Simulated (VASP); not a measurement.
Runs of VASP 6.6.1 on ZnS. The structure is that of space group P6_3mc (No. 186), or close to it. The cells are those of the table. 

| task | cell | gap on the mesh (eV) | pressure (GPa) | largest force (eV/Å) |
| --- | --- | --- | --- | --- |
| electric field gradients | a = 3.811, b = 3.778, c = 6.235 Å, angles 89.6, 88.8, 119.1°, 4 atoms | 2.21 | 2.6 | (b) |
| electric field gradients | a = 3.798, b = 3.798, c = 6.213 Å, angles 90.0, 90.0, 120.0°, 4 atoms | 2.30 | 3.3 | 0.34 |
| electric field gradients | a = 3.886, b = 3.886, c = 6.356 Å, angles 90.0, 90.0, 120.0°, 4 atoms | 1.98 | -1.6 | 0.26 |
| electric field gradients | a = 3.811, b = 3.828, c = 6.234 Å, angles 90.2, 90.6, 120.4°, 4 atoms | 2.22 | 2.5 | 0.35 |
| single point | a = 3.811, b = 3.811, c = 6.359 Å, angles 90.0, 90.0, 120.0°, 4 atoms | 2.14 | 1.2 | 0.38 |
| electric field gradients | a = 3.759, b = 3.759, c = 6.150 Å, angles 90.0, 90.0, 120.0°, 4 atoms | 2.45 | 6.0 | 0.37 |
| single point | a = 3.811, b = 3.811, c = 6.172 Å, angles 90.0, 90.0, 120.0°, 4 atoms | 2.28 | 3.2 | (a) |
| single point | a = 3.886, b = 3.886, c = 6.356 Å, angles 90.0, 90.0, 120.0°, 4 atoms | 1.98 | -1.6 | 0.26 |
| single point | a = 3.759, b = 3.759, c = 6.150 Å, angles 90.0, 90.0, 120.0°, 4 atoms | 2.45 | 6.0 | 0.37 |
| single point | a = 3.735, b = 3.735, c = 6.234 Å, angles 90.0, 90.0, 120.0°, 4 atoms | 2.41 | (c) | 0.50 |
| electric field gradients | a = 3.849, b = 3.849, c = 6.234 Å, angles 90.0, 90.0, 120.0°, 4 atoms | 2.14 | 0.9 | 0.25 |

Alike in all rows: level PBE; potentials or basis VASP PAW PBE potentials, release 64 (Zn, S); no spin polarisation; k mesh 8 × 8 × 5; cutoff (eV) 520; smearing fermi-dirac 0.03 eV.

Problem. Estimate the missing entries.

Solution. (a) 0.28; (b) 0.40; (c) 6.3.

